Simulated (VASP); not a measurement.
A run of VASP 6.6.1:

File INCAR:

```
SYSTEM = Te2Mo
ALGO     = Normal         ! electronic algorithm
EDIFF    = 1E-7           ! SCF threshold, eV
ENCUT    = 520            ! plane-wave cutoff, eV
GGA      = PE             ! functional
ISIF     = 2              ! what is computed and relaxed
ISMEAR   = 0              ! smearing method
IVDW     = 12             ! dispersion correction
LASPH    = .TRUE.         ! aspherical terms in the spheres
LCHARG   = .TRUE.         ! write CHGCAR
LELF     = .TRUE.         ! ELF
LREAL    = .FALSE.        ! projectors in reciprocal space
LVHAR    = .TRUE.       
LWAVE    = .FALSE.        ! write WAVECAR
NBANDS   = 35             ! bands
NELM     = 100            ! most SCF steps
PREC     = Accurate       ! precision mode
SIGMA    = 0.02           ! smearing width, eV
```

Contents of KPOINTS:

```
k-points
0
G
  9 9 2
  0 0 0
```

Contents of POSCAR:

```
Te2Mo
1.0
    3.4965540504      0.0000000000      0.0000000000
   -1.7482770252      3.0281046333      0.0000000000
    0.0000000000      0.0000000000     13.7008328818
Te Mo
4 2
Direct
    0.3333333333      0.6666666667      0.6173697963
    0.6666666667      0.3333333333      0.1173697963
    0.3333333333      0.6666666667      0.8826302037
    0.6666666667      0.3333333333      0.3826302037
    0.3333333333      0.6666666667      0.2500000000
    0.6666666667      0.3333333333      0.7500000000
```

Potentials or basis: VASP PAW PBE potentials, release 64 (Te, Mo_sv).

Launch:

```console
$ cat potpaw_PBE.64/Te/POTCAR potpaw_PBE.64/Mo_sv/POTCAR > POTCAR
$ mpirun -np 1 vasp_std > vasp.out
```

Hardware: 1 thread of Intel(R) Xeon(R) 6975P-C (Granite Rapids), on a shared host.

Q: How long does it take, and how much memory?

A: It took 97 s on 1 thread of Intel(R) Xeon(R) 6975P-C (Granite Rapids), on a shared host, peak memory 0.33 GiB. Counts: scf iterations 17, k points 24.
